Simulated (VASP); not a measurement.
Write the native input for VASP 6.6.1 that does the following.

| Property | Result |
| --- | --- |
| Task | single point |
| Functional | PBEsol |
| Potentials or basis | VASP PAW PBE potentials, release 64 (Cu) |
| Cutoff | 520 eV |
| k mesh | 24 × 24 × 24 |
| Occupations | gaussian, width 0.15 eV |
| Spin | no spin polarisation |
| Dipole correction | no |
| Further INCAR settings | ALGO = Fast; EDIFF = 1e-06; NBANDS = 12 |

The structure of Cu lies in POSCAR:

```
Cu
1.0
    0.0000000000      1.8633249451      1.3682395072
    1.8633249451      0.0000000000      1.3682395072
    1.8633249451      1.8633249451      0.0000000000
Cu
1
Direct
    0.0000000000      0.0000000000      0.0000000000
```

This cell differs from its parent crystal: volume 9.501 Å^3 an atom, c/a of the conventional cell 0.7343.

These files were run (other wordings do the same):

INCAR

```
ALGO     = Fast           # electronic algorithm
EDIFF    = 1E-6           # SCF threshold, eV
ENCUT    = 520            # plane-wave cutoff, eV
GGA      = PS             # functional
ISIF     = 2              # what is computed and relaxed
ISMEAR   = 0              # smearing method
LASPH    = T              # aspherical terms in the spheres
LCHARG   = F              # write CHGCAR
LREAL    = F              # projectors in reciprocal space
LWAVE    = F              # write WAVECAR
NBANDS   = 12             # bands
NELM     = 80             # most SCF steps
PREC     = Accurate       # precision mode
SIGMA    = 0.15           # smearing width, eV
```

KPOINTS

```
k-points
0
Gamma
  24 24 24
```

Potentials or basis: VASP PAW PBE potentials, release 64 (Cu).

The run is started by

```bash
$ cat potpaw_PBE.64/Cu/POTCAR > POTCAR
$ mpirun -np 1 vasp_std > vasp.out
```

It gave:

The pressure is 47.4 GPa.

Caveat: the PAW data sets were made with another functional, which shifts forces and pressure a little.

Wall time 55 s on 1 thread of Intel(R) Xeon(R) 6975P-C (Granite Rapids) (shared host), peak memory 0.22 GiB.
